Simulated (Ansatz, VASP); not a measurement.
One calculation of GaCo, two programs

INCAR

```
SYSTEM = GaCo
PREC = Accurate
ENCUT = 520
EDIFF = 1E-6
ISMEAR = 0
SIGMA = 0.15
LREAL = .False.
LASPH = .True.
NELM = 80
ALGO = Fast
ISIF = 2
LWAVE = .False.
LCHARG = .True.
GGA = PS
LELF = .True.
LVHAR = .True.
NBANDS = 18
```

KPOINTS

```
regular mesh
0
Gamma
  18 18 18
  0 0 0
```

POSCAR

```
GaCo
1.0
    3.1320462885      0.0000000000      0.0000000000
    0.0000000000      3.1320462885      0.0000000000
    0.0000000000      0.0000000000      2.4429961051
Ga Co
1 1
Direct
    0.5000000000      0.5000000000      0.5000000000
    0.0000000000      0.0000000000      0.0000000000
```

Input for Ansatz:

```yaml
crystal:
  lattice:
    - [3.1320462885, 0.0, 0.0]
    - [0.0, 3.1320462885, 0.0]
    - [0.0, 0.0, 2.4429961051]
  atoms:
    - { symbol: Ga, position: [0.5, 0.5, 0.5] }
    - { symbol: Co, position: [0.0, 0.0, 0.0] }
basis:
  ecutwfc: 420
kpoints:
  mp_grid: { grid: [18, 18, 18] }
hamiltonian:
  xc: pbesol
scf:
  occupations: { method: gaussian, width: 0.15 }
output:
  forces: true
  stress: true
  eigenvalues: true
```

Alike in both runs: task single point; functional PBEsol; k mesh 18 × 18 × 18; occupations gaussian, width 0.15 eV; no spin polarisation.

|  | VASP | Ansatz |
| --- | --- | --- |
| version | VASP 6.6.1 | Ansatz 0.2.0 |
| potentials or method | VASP PAW PBE potentials, release 64 (Ga_d, Co), cutoff 520 eV | scalar-relativistic, plane waves, PAW |
| valence electrons in the cell | 22 | 30 |

```tsv
	VASP	Ansatz	Ansatz less VASP
gap on the k mesh at the Fermi level (eV)	none	none	-
pressure (GPa)	-1.2	-1.4	-0.28
traceless stress, the component that is largest in VASP (GPa)	27.16	27.19	+0.029
```

VASP's potentials were made for PBE, not for PBEsol. A gap of «none» marks a metal or a gap that the smearing closes. VASP's potentials hold 22 valence electrons a cell and Ansatz's 30, so a difference there can come from the potentials and not from the codes.
